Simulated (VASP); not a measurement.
Write the native input for VASP 6.6.1 that does the following.

```yaml
Task: single point
Functional: LDA
Potentials_or_basis: VASP PAW LDA potentials, release 64 (Hf_pv)
Cutoff: 520 eV
k_mesh: 8 × 8 × 8
Occupations: fermi-dirac, width 0.1 eV
Spin: no spin polarisation
Dipole_correction: no
Further_INCAR_settings: ALGO = Normal; EDIFF = 1e-06; NBANDS = 11
```

The structure of Hf lies in POSCAR:

```
Hf
1.0
    2.8343659933      0.0000000000      0.0000000000
    0.0000000000      2.8343659933      0.0000000000
    0.0000000000      0.0000000000      2.8343659933
Hf
1
Direct
    0.0000000000      0.0000000000      0.0000000000
```

These files were run (other wordings do the same):

INCAR

```
SYSTEM = Hf
PREC = Accurate
ENCUT = 520
EDIFF = 1E-6
ISMEAR = -1
SIGMA = 0.1
LREAL = .FALSE.
LASPH = .TRUE.
NELM = 60
ALGO = Normal
ISIF = 2
LWAVE = .FALSE.
LCHARG = .FALSE.
GGA = CA
NBANDS = 11
```

KPOINTS

```
Automatic mesh
0
G
  8 8 8
  0 0 0
```

Potentials or basis: VASP PAW LDA potentials, release 64 (Hf_pv).

Launch:

```console
$ cat potpaw_LDA.64/Hf_pv/POTCAR > POTCAR
$ mpirun -np 1 vasp_std > vasp.out
```

It gave:

The pressure is 0.0 GPa and the band gap on the k mesh is zero (band 5 reaches 5.20 eV, above the bottom of band 6 at 2.59 eV).

Caveat: spin-orbit coupling is left out, which moves the levels of the heavy elements.

It took 6.4 s on 1 thread of AMD EPYC 7R13 Processor (Zen 3), on a shared host, peak memory 0.1 GiB.
